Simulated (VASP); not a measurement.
# NiO2 (P-3m1) in VASP: a series of runs

Runs on NiO2. Level: PBEsol. Tasks: single point.

Everything below comes from runs of VASP 6.6.1. Logs are shortened: lines on timing, memory, paths and dates and some standing lists are left out, and cuts for length are marked.

### 1 The cell of the first run

It takes space group P-3m1 (No. 164, trigonal). Conventional cell: a = 2.863 Å, b = 2.863 Å, c = 4.615 Å, α = 90.00°, β = 90.00°, γ = 120.00°. Within 2.5 Å of Ni (site symmetry -3m) lie 6 O at 1.87 Å. Within 2.5 Å of O (site symmetry 3m) lie 3 Ni at 1.87 Å and 3 O at 2.42 Å.

### 2 Single point, PBEsol

INCAR reads:

```
PREC = Accurate
ENCUT = 700
EDIFF = 1E-6
ISMEAR = 0
SIGMA = 0.05
LREAL = F
LASPH = T
NELM = 120
ALGO = Normal
ISIF = 2
LWAVE = F
LCHARG = F
GGA = PS
NBANDS = 22
GGA_COMPAT = F
```

KPOINTS reads:

```
Automatic mesh
0
Gamma
  12 12 6
```

POSCAR reads:

```
NiO2
1.0
    2.8630040567      0.0000000000      0.0000000000
   -1.4315020284      2.4794342443      0.0000000000
    0.0000000000      0.0000000000      4.6151063372
Ni O
1 2
Direct
    0.0000000000      0.0000000000      0.5000000000
    0.6666666667      0.3333333333      0.6912080179
    0.3333333333      0.6666666667      0.3087919821
```

Potentials or basis: VASP PAW PBE potentials, release 64 (Ni_sv_GW, O).

Started as:

```bash
cat potpaw_PBE.64/Ni_sv_GW/POTCAR potpaw_PBE.64/O/POTCAR > POTCAR
mpirun -np 1 vasp_std > vasp.out
```

OUTCAR:

```text
PREC = Accurate
   ENCUT = 700
   EDIFF = 1E-6
   ISMEAR = 0
   LREAL = F
   LASPH = T
   NELM = 120
   ISIF = 2
   GGA = PS

 ion  position               nearest neighbor table
   1  0.000  0.000  0.500-   2 1.87   3 1.87   2 1.87   3 1.87   2 1.87   3 1.87
   2  0.667  0.333  0.691-   1 1.87   1 1.87   1 1.87
   3  0.333  0.667  0.309-   1 1.87   1 1.87   1 1.87

  LATTYP: Found a hexagonal cell.
 ALAT       =     2.8630040567
 C/A-ratio  =     1.6119803695

  Lattice vectors:

 A1 = (   2.8630040567,   0.0000000000,   0.0000000000)
 A2 = (  -1.4315020284,   2.4794342443,   0.0000000000)
 A3 = (   0.0000000000,   0.0000000000,   4.6151063372)

Analysis of symmetry for initial positions (statically):
=====================================================================
 Subroutine PRICEL returns:
 Original cell was already a primitive cell.

 Routine SETGRP: Setting up the symmetry group for a
 hexagonal supercell.

 Subroutine GETGRP returns: Found 12 space group operations
 (whereof 12 operations were pure point group operations)
 out of a pool of 24 trial point group operations.

The static configuration has the point symmetry D_3d.

Analysis of symmetry for dynamics (positions and initial velocities):
=====================================================================
 Subroutine PRICEL returns:
 Original cell was already a primitive cell.

 Routine SETGRP: Setting up the symmetry group for a
 hexagonal supercell.

 Subroutine GETGRP returns: Found 12 space group operations
 (whereof 12 operations were pure point group operations)
 out of a pool of 24 trial point group operations.

The dynamic configuration has the point symmetry D_3d.

 Subroutine INISYM returns: Found 12 space group operations
 (whereof 12 operations are pure point group operations),
 and found     1 'primitive' translations

----------------------------------------------------------------------------------------

                                     Primitive cell

  volume of cell :      32.7609

  direct lattice vectors                    reciprocal lattice vectors
     2.863004057  0.000000000  0.000000000     0.349283473  0.201658907  0.000000000
    -1.431502028  2.479434244  0.000000000     0.000000000  0.403317814  0.000000000
     0.000000000  0.000000000  4.615106337     0.000000000  0.000000000  0.216679731

  length of vectors
     2.863004057  2.863004057  4.615106337     0.403317814  0.403317814  0.216679731

  position of ions in fractional coordinates (direct lattice)
     0.000000000  0.000000000  0.500000000
     0.666666667  0.333333333  0.691208018
     0.333333333  0.666666667  0.308791982

  ion indices of the primitive-cell ions
   primitive index   ion index
                 1           1
                 2           2
                 3           3

----------------------------------------------------------------------------------------

 KPOINTS: Automatic mesh

Automatic generation of k-mesh.
 Grid dimensions read from file:
 generate k-points for:   12   12    6

 Generating k-lattice:

  Cartesian coordinates                     Fractional coordinates (reciprocal lattice)
     0.029106956  0.016804909  0.000000000     0.083333333 -0.000000000  0.000000000
     0.000000000  0.033609818  0.000000000     0.000000000  0.083333333  0.000000000
     0.000000000  0.000000000  0.036113289     0.000000000  0.000000000  0.166666667

  Length of vectors
     0.033609818  0.033609818  0.036113289

  Shift w.r.t. Gamma in fractional coordinates (k-lattice)
     0.000000000  0.000000000  0.000000000

 Subroutine IBZKPT returns following result:
 ===========================================

 Found    100 irreducible k-points:

 Following reciprocal coordinates:
            Coordinates               Weight
  0.000000  0.000000  0.000000      1.000000
  0.083333  0.000000  0.000000      6.000000
  0.166667 -0.000000  0.000000      6.000000
  0.250000  0.000000  0.000000      6.000000
  0.333333 -0.000000  0.000000      6.000000
  0.416667  0.000000  0.000000      6.000000
[... 16 lines left out ...]
  0.166667 -0.000000  0.166667      6.000000
  0.000000  0.166667  0.166667      6.000000
 [... further k-points ...]
   k-points           NKPTS =    100   k-points in BZ     NKDIM =    100   number of bands    NBANDS=     22
   number of dos      NEDOS =    301   number of ions     NIONS =      3
   total plane-waves  NPLWV =  31360
   dimension x,y,z NGX =    28 NGY =   28 NGZ =   40
   dimension x,y,z NGXF=    56 NGYF=   56 NGZF=   80
   ions per type =               1   2
   NGX,Y,Z   is equivalent  to a cutoff of  16.26, 16.26, 14.41 a.u.
   NGXF,Y,Z  is equivalent  to a cutoff of  32.52, 32.52, 28.82 a.u.
 SYSTEM =  unknown system
   PREC   = accura    normal or accurate (medium, high low for compatibility)
   ISTART =      0    job   : 0-new  1-cont  2-samecut
   ICHARG =      2    charge: 1-file 2-atom 10-const
   ISPIN  =      1    spin polarized calculation?
   LNONCOLLINEAR =      F non collinear calculations
   LSORBIT =      F    spin-orbit coupling
   LASPH  =      T    aspherical Exc in radial PAW
   ENCUT  =  700.0 eV  51.45 Ry    7.17 a.u.   6.18  6.18  9.96*2*pi/ulx,y,z
   NELM   =    120;   NELMIN=  2; NELMDL= -5     # of ELM steps
   EDIFF  = 0.1E-05   stopping-criterion for ELM
   LREAL  =      F    real-space projection
   EDIFFG = 0.1E-04   stopping-criterion for IOM
   NSW    =      0    number of steps for IOM
   IBRION =     -1    ionic relax: 0-MD 1-quasi-New 2-CG
   NFREE  =      0    steps in history (QN), initial steepest desc. (CG)
   ISIF   =      2    stress and relaxation
   ISYM   =      2    0-nonsym 1-usesym 2-fastsym
   POTIM  = 0.5000    time-step for ionic-motion
   TEBEG  =    0.0;   TEEND  =   0.0 temperature during run
   PSTRESS=    0.0 pullay stress
   NELECT =      30.0000    total number of electrons
   NUPDOWN=      -1.0000    fix difference up-down
   EMIN   =  10.00;   EMAX   =-10.00  energy-range for DOS
   EFERMI =   0.00;   METHOD = LEGACY
   ISMEAR =     0;   SIGMA  =   0.05  broadening in eV -4-tet -1-fermi 0-gaus
   EFERMI_NEDOS =   21; number of points for ismear=-14 and -15
   IALGO  =     38    algorithm
   IMIX   =      4    mixing-type and parameters
     AMIX     =   0.40;   BMIX     =  1.00
     AMIX_MAG =   1.60;   BMIX_MAG =  1.00
  volume/ion in A,a.u.               =      10.92        73.69
  Fermi-wavevector in a.u.,A,eV,Ry     =   1.589754  3.004199 34.386230  2.527317
  Thomas-Fermi vector in A             =   2.688554
   LORBIT       =      0    0 simple, 1 ext, 2 COOP (PROOUT), +10 PAW based schemes
   GGA     = PS    functional components
   LHFCALC =     F    Hartree Fock is set to
   AEXX    =    0.0000 exact exchange contribution
   IVDW    =     0    specifies the selected vdW correction
   LEPSILON=     F    determine dielectric tensor
   LRPA    =     F    only Hartree local field effects (RPA)
 non-spin polarized calculation
 Gauss-broadening in eV      SIGMA  =   0.05
  energy-cutoff  :      700.00
  volume of cell :       32.76
 maximum number of plane-waves:      1404
 NGX is ok and might be reduce to    28
   NGX = 13   NGY = 13   NGZ = 19

 number of electron      29.9999994 magnetization

 Free energy of the ion-electron system (eV)
  ---------------------------------------------------
  ext. energy  EPLUGINS =         0.00000000
  ---------------------------------------------------
  free energy    TOTEN  =       -19.72961994 eV

  energy without entropy =      -19.72961994  energy(sigma->0) =      -19.72961994

 E-fermi :   2.4231     XC(G=0): -10.9105

 val. band max:        1.8256610044   @ k =   0.0833   0.0000   0.5000
 cond. band min:       2.6824613446   @ k =   0.3333  -0.0000   0.3333
 fundamental gap:      0.8568003402
 Fermi energy:         2.4231249438

 k-point     1 :       0.0000    0.0000    0.0000
  band No.  band energies     occupation
      1    -102.1224      2.00000
      2     -62.7462      2.00000
      3     -62.7462      2.00000
      4     -62.3357      2.00000
      5     -17.8861      2.00000
      6     -15.1284      2.00000
[... 14 lines left out ...]
     21      20.5518      0.00000
     22      20.5518      0.00000

 k-point     2 :       0.0833    0.0000    0.0000
  band No.  band energies     occupation
      1    -102.1220      2.00000
      2     -62.7488      2.00000
      3     -62.7469      2.00000
      4     -62.3353      2.00000
      5     -17.7974      2.00000
      6     -15.1473      2.00000
[... 14 lines left out ...]
     21      19.8700      0.00000
     22      20.7859      0.00000

 k-point     3 :       0.1667   -0.0000    0.0000
  band No.  band energies     occupation
      1    -102.1214      2.00000
      2     -62.7563      2.00000
      3     -62.7486      2.00000
      4     -62.3343      2.00000
      5     -17.5439      2.00000
      6     -15.2036      2.00000
[... 14 lines left out ...]
     21      18.6192      0.00000
     22      21.4710      0.00000

 k-point     4 :       0.2500    0.0000    0.0000
  band No.  band energies     occupation
      1    -102.1206      2.00000
      2     -62.7665      2.00000
      3     -62.7511      2.00000
      4     -62.3329      2.00000
      5     -17.1629      2.00000
      6     -15.2969      2.00000
[... 14 lines left out ...]
     21      17.5427      0.00000
     22      20.1821      0.00000

 k-point     5 :       0.3333   -0.0000    0.0000
  band No.  band energies     occupation
      1    -102.1197      2.00000
      2     -62.7766      2.00000
      3     -62.7535      2.00000
      4     -62.3314      2.00000
      5     -16.7170      2.00000
      6     -15.4296      2.00000
[... 417 lines left out ...]
 k-point    22 :       0.0000    0.0833    0.1667
  band No.  band energies     occupation
      1    -102.1220      2.00000
      2     -62.7489      2.00000
      3     -62.7468      2.00000
      4     -62.3353      2.00000
      5     -17.7786      2.00000
      6     -15.1823      2.00000
[... 14 lines left out ...]
     21      19.8915      0.00000
     22      20.7803      0.00000

 k-point    23 :       0.1667   -0.0000    0.1667
  band No.  band energies     occupation
      1    -102.1213      2.00000
      2     -62.7563      2.00000
      3     -62.7486      2.00000
      4     -62.3342      2.00000
      5     -17.5264      2.00000
      6     -15.2324      2.00000
[... 14 lines left out ...]
     21      18.6466      0.00000
     22      21.5818      0.00000

 k-point    24 :       0.0000    0.1667    0.1667
  band No.  band energies     occupation
      1    -102.1213      2.00000
      2     -62.7563      2.00000
      3     -62.7486      2.00000
      4     -62.3342      2.00000
      5     -17.5255      2.00000
      6     -15.2345      2.00000
[... 14 lines left out ...]
     21      18.6648      0.00000
     22      21.3960      0.00000

 [... further k-points ...]

------------------------ aborting loop because EDIFF is reached ----------------------------------------

  FORCE on cell =-STRESS in cart. coord.  units (eV):
  Direction    XX          YY          ZZ          XY          YZ          ZX
  --------------------------------------------------------------------------------------
  -------------------------------------------------------------------------------------
  Total       -1.6466787     -1.6466787      0.4510140      0.0000000      0.0000000     -0.0000000
  in kB      -80.5310156    -80.5310156     22.0568933      0.0000000      0.0000000     -0.0000000
  external PRESSURE =     -46.3350460 kB  Pullay stress =       0.0000000 kB

 VOLUME and BASIS-vectors are now :
 -----------------------------------------------------------------------------
  energy-cutoff  :      700.00
  volume of cell :       32.76
      direct lattice vectors                 reciprocal lattice vectors
     2.863004057  0.000000000  0.000000000     0.349283473  0.201658907  0.000000000
    -1.431502028  2.479434244  0.000000000     0.000000000  0.403317814  0.000000000
     0.000000000  0.000000000  4.615106337     0.000000000  0.000000000  0.216679731

 POSITION                                       TOTAL-FORCE (eV/Angst)
 -----------------------------------------------------------------------------------
      0.00000      0.00000      2.30755        -0.000000      0.000000      0.000000
      1.43150      0.82648      3.19000         0.000000     -0.000000      0.290936
     -0.00000      1.65296      1.42511        -0.000000      0.000000     -0.290936
 -----------------------------------------------------------------------------------
    total drift:                               -0.000000      0.000000      0.000000

  FREE ENERGIE OF THE ION-ELECTRON SYSTEM (eV)
  ---------------------------------------------------
  free  energy   TOTEN  =       -19.7296199392 eV

  energy  without entropy=      -19.7296199392  energy(sigma->0) =      -19.72961994
```

Wall time 82 s (1 thread of AMD EPYC 9R45 (Zen 5), shared host); peak memory 0.25 GiB.

Results:

| Property | Result |
| --- | --- |
| Free energy | -19.7296 eV |
| Pressure | -4.6 GPa |
| Largest force | 0.291 eV/Å |
| Band gap on the k mesh | 0.86 eV (least direct gap 1.19 eV) |

Forces on the atoms (eV/Å):
```
Ni   0.000  0.000  0.000
O    0.000  0.000  0.291
O    0.000  0.000 -0.291
```

Stress tensor (GPa, compression positive):
```
-8.05  0.00  0.00
 0.00 -8.05  0.00
 0.00  0.00  2.21
```

Caveat: the stress differs along the axes, from -8 to 2 GPa; the PAW data sets were made with another functional, which shifts forces and pressure a little; the run has no spin polarisation, though such a crystal can be magnetic. A k mesh can miss the band edges.

(Continued in part 2 of 2.)
